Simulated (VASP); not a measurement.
A run of VASP 6.6.1:

Contents of INCAR:

```
ALGO = Fast
EDIFF = 1E-6
EDIFFG = -0.05
ENCUT = 600
GGA = CA
IBRION = 2
ISIF = 3
ISMEAR = 0
LASPH = True
LCHARG = False
LREAL = False
LWAVE = False
NELM = 80
NSW = 100
PREC = Accurate
SIGMA = 0.1
```

The input KPOINTS:

```
k-points
0
Gamma
  10 10 10
```

POSCAR

```
Cu
1.0
    0.0000000000      1.8250000000      1.8250000000
    1.8250000000      0.0000000000      1.8250000000
    1.8250000000      1.8250000000      0.0000000000
Cu
1
Direct
    0.0000000000      0.0000000000      0.0000000000
```

Potentials or basis: VASP PAW LDA potentials, release 64 (Cu).

Command:

```console
$ cat potpaw_LDA.64/Cu/POTCAR > POTCAR
$ mpirun -np 1 vasp_std > vasp.out
```

Hardware: 1 thread of AMD EPYC 7R43 64-Core Processor (Zen 3) (shared host).

Task: Estimate the wall time of this run.

Result: It took 21 s on 1 thread of AMD EPYC 7R43 64-Core Processor (Zen 3), with other jobs on the host, peak memory 0.1 GiB. Counts: scf iterations 36, k points 47, ion steps 3.
